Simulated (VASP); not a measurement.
# I (Fd-3m) in VASP: a series of runs

Runs on I. Level: LDA. Tasks: electric field gradients.

Everything below comes from runs of VASP 6.6.1. Logs are shortened: lines on timing, memory, paths and dates and some standing lists are left out, and cuts for length are marked.

## 1. The cell of the first run

The structure is cubic, space group Fd-3m (No. 227). Conventional cell: a = 6.980 Å, b = 6.980 Å, c = 6.980 Å, α = 90.00°, β = 90.00°, γ = 90.00°. I (site symmetry -43m) has 4 I at 3.02 Å within 4.0 Å.

## 2. Electric field gradients, LDA

Input file INCAR:

```
SYSTEM = I
  PREC = Accurate
  ENCUT = 400
  EDIFF = 1E-8
  ISMEAR = -1
  SIGMA = 0.05
  LREAL = .FALSE.
  LASPH = .TRUE.
  NELM = 120
  ALGO = Normal
  ISIF = 2
  LWAVE = .FALSE.
  LCHARG = .FALSE.
  LEFG = .TRUE.
  ISYM = -1
  NBANDS = 14
  GGA_COMPAT = .FALSE.
```

Input file KPOINTS:

```
explicit points
256
Reciprocal
  0.06250000   0.06250000   0.06250000 2
  0.06250000   0.06250000   0.18750000 2
  0.06250000   0.06250000   0.31250000 2
  0.06250000   0.06250000   0.43750000 2
  0.06250000   0.06250000   0.56250000 2
  0.06250000   0.06250000   0.68750000 2
[... 248 lines left out ...]
  0.43750000   0.93750000   0.81250000 2
  0.43750000   0.93750000   0.93750000 2
```

Input file POSCAR:

```
I
1.0
    0.0000000000      3.4897660234      3.4897660234
    3.4897660234      0.0000000000      3.4897660234
    3.4897660234      3.4897660234      0.0000000000
I
2
Direct
   -0.1250000000     -0.1250000000     -0.1250000000
    0.1250000000      0.1250000000      0.1250000000
```

Potentials or basis: VASP PAW LDA potentials, release 64 (I).

Launch:

```sh
$ cat potpaw_LDA.64/I/POTCAR > POTCAR
$ mpirun -np 1 vasp_std > vasp.out
```

OUTCAR:

```text
SYSTEM = I
   PREC = Accurate
   ENCUT = 400
   EDIFF = 1E-8
   ISMEAR = -1
   LREAL = .FALSE.
   LASPH = .TRUE.
   NELM = 120
   ISIF = 2
   ISYM = -1

 ion  position               nearest neighbor table
   1  0.875  0.875  0.875-   2 3.02   2 3.02   2 3.02   2 3.02
   2  0.125  0.125  0.125-   1 3.02   1 3.02   1 3.02   1 3.02

IMPORTANT INFORMATION: All symmetrisations will be switched off!
NOSYMM: (Re-)initialisation of all symmetry stuff for point group C_1.

----------------------------------------------------------------------------------------

                                     Primitive cell

  volume of cell :      85.0000

  direct lattice vectors                    reciprocal lattice vectors
     0.000000000  3.489766023  3.489766023    -0.143276081  0.143276081  0.143276081
     3.489766023  0.000000000  3.489766023     0.143276081 -0.143276081  0.143276081
     3.489766023  3.489766023  0.000000000     0.143276081  0.143276081 -0.143276081

  length of vectors
     4.935274440  4.935274440  4.935274440     0.248161452  0.248161452  0.248161452

  position of ions in fractional coordinates (direct lattice)
     0.875000000  0.875000000  0.875000000
     0.125000000  0.125000000  0.125000000

  ion indices of the primitive-cell ions
   primitive index   ion index
                 1           1
                 2           2

----------------------------------------------------------------------------------------

 KPOINTS: explicit points

Read explicit list of k-points.

 Found    256 k-points:

 Following reciprocal coordinates:
            Coordinates               Weight
  0.062500  0.062500  0.062500      0.003906
  0.062500  0.062500  0.187500      0.003906
  0.062500  0.062500  0.312500      0.003906
  0.062500  0.062500  0.437500      0.003906
  0.062500  0.062500  0.562500      0.003906
  0.062500  0.062500  0.687500      0.003906
[... 16 lines left out ...]
  0.062500  0.312500  0.812500      0.003906
  0.062500  0.312500  0.937500      0.003906
 [... further k-points ...]
   k-points           NKPTS =    256   k-points in BZ     NKDIM =    256   number of bands    NBANDS=     14
   number of dos      NEDOS =    301   number of ions     NIONS =      2
   total plane-waves  NPLWV =  32768
   dimension x,y,z NGX =    32 NGY =   32 NGZ =   32
   dimension x,y,z NGXF=    64 NGYF=   64 NGZF=   64
   ions per type =               2
   NGX,Y,Z   is equivalent  to a cutoff of  10.78, 10.78, 10.78 a.u.
   NGXF,Y,Z  is equivalent  to a cutoff of  21.56, 21.56, 21.56 a.u.
 SYSTEM =  I
   PREC   = accura    normal or accurate (medium, high low for compatibility)
   ISTART =      0    job   : 0-new  1-cont  2-samecut
   ICHARG =      2    charge: 1-file 2-atom 10-const
   ISPIN  =      1    spin polarized calculation?
   LNONCOLLINEAR =      F non collinear calculations
   LSORBIT =      F    spin-orbit coupling
   LASPH  =      T    aspherical Exc in radial PAW
   ENCUT  =  400.0 eV  29.40 Ry    5.42 a.u.   8.05  8.05  8.05*2*pi/ulx,y,z
   NELM   =    120;   NELMIN=  2; NELMDL= -5     # of ELM steps
   EDIFF  = 0.1E-07   stopping-criterion for ELM
   LREAL  =      F    real-space projection
   EDIFFG = 0.1E-06   stopping-criterion for IOM
   NSW    =      0    number of steps for IOM
   IBRION =     -1    ionic relax: 0-MD 1-quasi-New 2-CG
   NFREE  =      0    steps in history (QN), initial steepest desc. (CG)
   ISIF   =      2    stress and relaxation
   ISYM   =     -1    0-nonsym 1-usesym 2-fastsym
   POTIM  = 0.5000    time-step for ionic-motion
   TEBEG  =    0.0;   TEEND  =   0.0 temperature during run
   PSTRESS=    0.0 pullay stress
   NELECT =      14.0000    total number of electrons
   NUPDOWN=      -1.0000    fix difference up-down
   EMIN   =  10.00;   EMAX   =-10.00  energy-range for DOS
   EFERMI =   0.00;   METHOD = LEGACY
   ISMEAR =    -1;   SIGMA  =   0.05  broadening in eV -4-tet -1-fermi 0-gaus
   EFERMI_NEDOS =   21; number of points for ismear=-14 and -15
   IALGO  =     38    algorithm
   IMIX   =      4    mixing-type and parameters
     AMIX     =   0.40;   BMIX     =  1.00
     AMIX_MAG =   1.60;   BMIX_MAG =  1.00
  volume/ion in A,a.u.               =      42.50       286.80
  Fermi-wavevector in a.u.,A,eV,Ry     =   0.897383  1.695808 10.956722  0.805296
  Thomas-Fermi vector in A             =   2.019960
   LORBIT       =      0    0 simple, 1 ext, 2 COOP (PROOUT), +10 PAW based schemes
   GGA     = CA    functional components
   LHFCALC =     F    Hartree Fock is set to
   AEXX    =    0.0000 exact exchange contribution
   IVDW    =     0    specifies the selected vdW correction
   LEPSILON=     F    determine dielectric tensor
   LRPA    =     F    only Hartree local field effects (RPA)
 non-spin polarized calculation
  energy-cutoff  :      400.00
  volume of cell :       85.00
 maximum number of plane-waves:      1560
 NGX is ok and might be reduce to    32
   NGX = 17   NGY = 17   NGZ = 17

 number of electron      14.0000005 magnetization

 Free energy of the ion-electron system (eV)
  ---------------------------------------------------
  ext. energy  EPLUGINS =         0.00000000
  ---------------------------------------------------
  free energy    TOTEN  =        -2.40730973 eV

  energy without entropy =       -2.38522042  energy(sigma->0) =       -2.39626508

 E-fermi :   3.5751     XC(G=0):  -8.1763

 val. band max:        3.5695571496   @ k =   0.0625   0.4375   0.0625
 cond. band min:       3.5806792451   @ k =   0.3125   0.6875   0.1875
 fundamental gap:      0.0111220954
 Fermi energy:         3.5750908444

 k-point     1 :       0.0625    0.0625    0.0625
  band No.  band energies     occupation
      1     -11.3819      2.00000
      2      -7.5015      2.00000
      3      -0.5252      2.00000
      4      -0.5252      2.00000
      5      -0.5056      2.00000
      6       1.9941      2.00000
      7       1.9983      2.00000
      8       1.9983      2.00000
      9       7.1006      0.00000
     10       9.4520      0.00000
     11       9.4520      0.00000
     12      11.0593      0.00000
     13      11.3479      0.00000
     14      11.3479      0.00000

 k-point     2 :       0.0625    0.0625    0.1875
  band No.  band energies     occupation
      1     -11.2753      2.00000
      2      -7.7336      2.00000
      3      -0.7884      2.00000
      4      -0.6032      2.00000
      5      -0.4676      2.00000
      6       2.0977      2.00000
      7       2.1270      2.00000
      8       2.3843      2.00000
      9       7.5810      0.00000
     10       8.9886      0.00000
     11       9.3281      0.00000
     12      10.9905      0.00000
     13      11.7338      0.00000
     14      12.3641      0.00000

 k-point     3 :       0.0625    0.0625    0.3125
  band No.  band energies     occupation
      1     -11.0316      2.00000
      2      -8.2023      2.00000
      3      -1.0815      2.00000
      4      -0.8110      2.00000
      5      -0.5261      2.00000
      6       2.4651      2.00000
      7       2.4819      2.00000
      8       2.9268      2.00000
      9       8.3149      0.00000
     10       8.8468      0.00000
     11       9.2553      0.00000
     12      10.7499      0.00000
     13      12.3699      0.00000
     14      12.9147      0.00000
[... 324 lines left out ...]
 k-point    23 :       0.0625    0.3125    0.8125
  band No.  band energies     occupation
      1     -10.6334      2.00000
      2      -8.8257      2.00000
      3      -1.7451      2.00000
      4      -1.1238      2.00000
      5       0.1541      2.00000
      6       2.3569      2.00000
      7       3.0999      1.99985
      8       3.6006      0.75019
      9       8.4192      0.00000
     10       8.6116      0.00000
     11       9.6247      0.00000
     12      11.2058      0.00000
     13      12.3905      0.00000
     14      12.8476      0.00000

 k-point    24 :       0.0625    0.3125    0.9375
  band No.  band energies     occupation
      1     -10.8958      2.00000
      2      -8.4320      2.00000
      3      -1.3059      2.00000
      4      -0.9781      2.00000
      5      -0.3027      2.00000
      6       2.3285      2.00000
      7       2.8174      2.00000
      8       3.2489      1.99707
      9       8.5199      0.00000
     10       8.6693      0.00000
     11       9.5429      0.00000
     12      10.8139      0.00000
     13      12.0684      0.00000
     14      12.5732      0.00000

 [... further k-points ...]

------------------------ aborting loop because EDIFF is reached ----------------------------------------

  FORCE on cell =-STRESS in cart. coord.  units (eV):
  Direction    XX          YY          ZZ          XY          YZ          ZX
  --------------------------------------------------------------------------------------
  -------------------------------------------------------------------------------------
  Total        3.4220007      3.4220003      3.4220010      0.0085078      0.0085076      0.0085097
  in kB       64.5017885     64.5017804     64.5017941      0.1603638      0.1603604      0.1604008
  external PRESSURE =      64.5017877 kB  Pullay stress =       0.0000000 kB

 VOLUME and BASIS-vectors are now :
 -----------------------------------------------------------------------------
  energy-cutoff  :      400.00
  volume of cell :       85.00
      direct lattice vectors                 reciprocal lattice vectors
     0.000000000  3.489766023  3.489766023    -0.143276081  0.143276081  0.143276081
     3.489766023  0.000000000  3.489766023     0.143276081 -0.143276081  0.143276081
     3.489766023  3.489766023  0.000000000     0.143276081  0.143276081 -0.143276081

 POSITION                                       TOTAL-FORCE (eV/Angst)
 -----------------------------------------------------------------------------------
      6.10709      6.10709      6.10709        -0.009787     -0.009787     -0.009787
      0.87244      0.87244      0.87244         0.009787      0.009787      0.009787
 -----------------------------------------------------------------------------------
    total drift:                                0.000000     -0.000000     -0.000000

  FREE ENERGIE OF THE ION-ELECTRON SYSTEM (eV)
  ---------------------------------------------------
  free  energy   TOTEN  =        -2.4073097320 eV

  energy  without entropy=       -2.3852204221  energy(sigma->0) =       -2.39626508

 Electric field gradients (V/A^2)
---------------------------------------------------------------------
 ion       V_xx      V_yy      V_zz      V_xy      V_xz      V_yz
---------------------------------------------------------------------
   1      -0.000     0.000    -0.000    -1.265    -1.266    -1.265
   2       0.000     0.000    -0.000    -1.265    -1.265    -1.265
---------------------------------------------------------------------

 Electric field gradients after diagonalization (V/A^2)
 (convention: |V_zz| > |V_xx| > |V_yy|)
----------------------------------------------------------------------
 ion       V_xx      V_yy      V_zz     asymmetry (V_yy - V_xx)/ V_zz
----------------------------------------------------------------------
   1       1.266     1.265    -2.531       0.000
   2       1.265     1.265    -2.531       0.000
----------------------------------------------------------------------

           NMR quadrupolar parameters

 Cq : quadrupolar parameter    Cq=e*Q*V_zz/h
 eta: asymmetry parameters     (V_yy - V_xx)/ V_zz
 Q  : nuclear electric quadrupole moment in mb (millibarn)
----------------------------------------------------------------------
 ion       Cq(MHz)       eta       Q (mb)
----------------------------------------------------------------------
   1      -0.006       0.000       1.000
   2      -0.006       0.000       1.000
----------------------------------------------------------------------
```

It took 2.9 min on 1 thread of Intel Xeon 8259CL, shared host; peak memory 0.27 GiB.

Results:

* Free energy: -2.4073 eV
* Pressure: 6.5 GPa
* Band gap on the k mesh: zero (bands 7 and 8 overlap by 2.26 eV)
* Largest electric field gradient by atom: I -2.5 V/Å²

Levels at points of the mesh, in eV from the Fermi level:
```csv
k point,band 3,band 4,band 5,band 6,band 7,band 8,band 9,band 10,band 11,band 12
"(0.06, 0.06, 0.06)",-4.10,-4.10,-4.08,-1.58,-1.58,-1.58,3.53,5.88,5.88,7.48
```

Electric field gradients, principal values (V/Å²):
```csv
atom,least,middle,greatest (by size)
1 I,1.265,1.266,-2.531
2 I,1.265,1.265,-2.531
```

Caveat: the cell stands under pressure; without QUAD_EFG the Cq values of the log hold for a quadrupole moment of 1 mb, not for the nuclei; spin-orbit coupling is left out, which moves the levels of the heavy elements.

## 3. Electric field gradients, LDA

Input file INCAR:

```
SYSTEM = I
  PREC = Accurate
  ENCUT = 520
  EDIFF = 1E-8
  ISMEAR = -1
  SIGMA = 0.05
  LREAL = .FALSE.
  LASPH = .TRUE.
  NELM = 60
  ALGO = Normal
  ISIF = 2
  LWAVE = .FALSE.
  LCHARG = .FALSE.
  LEFG = .TRUE.
  ISYM = 0
  NBANDS = 14
```

Input file KPOINTS:

```
Automatic mesh
0
Gamma
  8 8 8
  0.5 0.5 0.5
```

POSCAR is that of step 2.

Potentials or basis: VASP PAW LDA potentials, release 64 (I).

Launch:

```sh
$ cat potpaw_LDA.64/I/POTCAR > POTCAR
$ mpirun -np 1 vasp_std > vasp.out
```

OUTCAR:

```text
SYSTEM = I
   PREC = Accurate
   ENCUT = 520
   EDIFF = 1E-8
   ISMEAR = -1
   LREAL = .FALSE.
   LASPH = .TRUE.
   NELM = 60
   ISIF = 2
   ISYM = 0

 ion  position               nearest neighbor table
   1  0.875  0.875  0.875-   2 3.02   2 3.02   2 3.02   2 3.02
   2  0.125  0.125  0.125-   1 3.02   1 3.02   1 3.02   1 3.02

IMPORTANT INFORMATION: All symmetrisations will be switched off!
NOSYMM: (Re-)initialisation of all symmetry stuff for point group C_1.

----------------------------------------------------------------------------------------

                                     Primitive cell

  volume of cell :      85.0000

  direct lattice vectors                    reciprocal lattice vectors
     0.000000000  3.489766023  3.489766023    -0.143276081  0.143276081  0.143276081
     3.489766023  0.000000000  3.489766023     0.143276081 -0.143276081  0.143276081
     3.489766023  3.489766023  0.000000000     0.143276081  0.143276081 -0.143276081

[... 563 lines left out ...]
     0.000000000  3.489766023  3.489766023    -0.143276081  0.143276081  0.143276081
     3.489766023  0.000000000  3.489766023     0.143276081 -0.143276081  0.143276081
     3.489766023  3.489766023  0.000000000     0.143276081  0.143276081 -0.143276081

 POSITION                                       TOTAL-FORCE (eV/Angst)
 -----------------------------------------------------------------------------------
      6.10709      6.10709      6.10709        -0.000001     -0.000001     -0.000001
      0.87244      0.87244      0.87244         0.000001      0.000001      0.000001
 -----------------------------------------------------------------------------------
    total drift:                                0.000000     -0.000000      0.000000

  FREE ENERGIE OF THE ION-ELECTRON SYSTEM (eV)
  ---------------------------------------------------
  free  energy   TOTEN  =        -2.4075720077 eV

  energy  without entropy=       -2.3854860550  energy(sigma->0) =       -2.39652903

 Electric field gradients (V/A^2)
---------------------------------------------------------------------
 ion       V_xx      V_yy      V_zz      V_xy      V_xz      V_yz
---------------------------------------------------------------------
   1      -0.000     0.000    -0.000     0.000     0.000     0.000
   2       0.000    -0.000     0.000     0.000     0.000     0.000
---------------------------------------------------------------------

 Electric field gradients after diagonalization (V/A^2)
 (convention: |V_zz| > |V_xx| > |V_yy|)
----------------------------------------------------------------------
 ion       V_xx      V_yy      V_zz     asymmetry (V_yy - V_xx)/ V_zz
----------------------------------------------------------------------
   1      -0.000    -0.000     0.000       0.222
   2      -0.000    -0.000     0.000       0.103
----------------------------------------------------------------------

           NMR quadrupolar parameters

 Cq : quadrupolar parameter    Cq=e*Q*V_zz/h
 eta: asymmetry parameters     (V_yy - V_xx)/ V_zz
 Q  : nuclear electric quadrupole moment in mb (millibarn)
----------------------------------------------------------------------
 ion       Cq(MHz)       eta       Q (mb)
----------------------------------------------------------------------
   1       0.000       0.222       1.000
   2       0.000       0.103       1.000
----------------------------------------------------------------------
```

stdout:

```text
POSCAR found type information on POSCAR I
 POSCAR found :  1 types and       2 ions
 scaLAPACK will be used
 LDA part: xc-table for (Slater(with rela. corr.)+CA(PZ))
 , standard interpolation
 POSCAR, INCAR and KPOINTS ok, starting setup
 FFT: planning ... GRIDC
 FFT: planning ... GRID_SOFT
 FFT: planning ... GRID
 WAVECAR not read
 entering main loop
ion   1
     0.0000584     0.0000005     0.0000003     0.0000003     0.0000001     0.0000002
     0.0000804     0.0000005     0.0000003     0.0000003     0.0000001     0.0000002
     0.0001108     0.0000005     0.0000003     0.0000003     0.0000001     0.0000002
     0.0001525     0.0000005     0.0000003     0.0000003     0.0000001     0.0000002

     0.0000584     0.0000112    -0.0000003     0.0000226    -0.0000159     0.0000134
     0.0000804     0.0000112    -0.0000003     0.0000226    -0.0000159     0.0000134
     0.0001108     0.0000112    -0.0000003     0.0000226    -0.0000159     0.0000134
     0.0001525     0.0000112    -0.0000003     0.0000226    -0.0000159     0.0000134

ion   2
     0.0000584     0.0000006     0.0000005    -0.0000001     0.0000001    -0.0000001
     0.0000804     0.0000006     0.0000005    -0.0000001     0.0000001    -0.0000001
     0.0001108     0.0000006     0.0000005    -0.0000001     0.0000001    -0.0000001
     0.0001525     0.0000006     0.0000005    -0.0000001     0.0000001    -0.0000001

     0.0000584     0.0000198     0.0000091    -0.0000106    -0.0000192    -0.0000106
     0.0000804     0.0000198     0.0000091    -0.0000106    -0.0000192    -0.0000106
     0.0001108     0.0000198     0.0000091    -0.0000105    -0.0000192    -0.0000106
     0.0001525     0.0000198     0.0000091    -0.0000105    -0.0000192    -0.0000106
```

Run time: 6.2 min. Hardware: 1 thread of Intel Xeon 6975P-C (Granite Rapids), shared host; peak memory 0.98 GiB.

What came out:

| Property | Result |
| --- | --- |
| Free energy | -2.4076 eV |
| Pressure | 6.5 GPa |
| Band gap on the k mesh | zero (bands 7 and 8 overlap by 2.26 eV) |
| Largest electric field gradient by atom | under 0.05 V/Å² on every atom |

Caveat: the cell stands under pressure; spin-orbit coupling is left out, which moves the levels of the heavy elements.
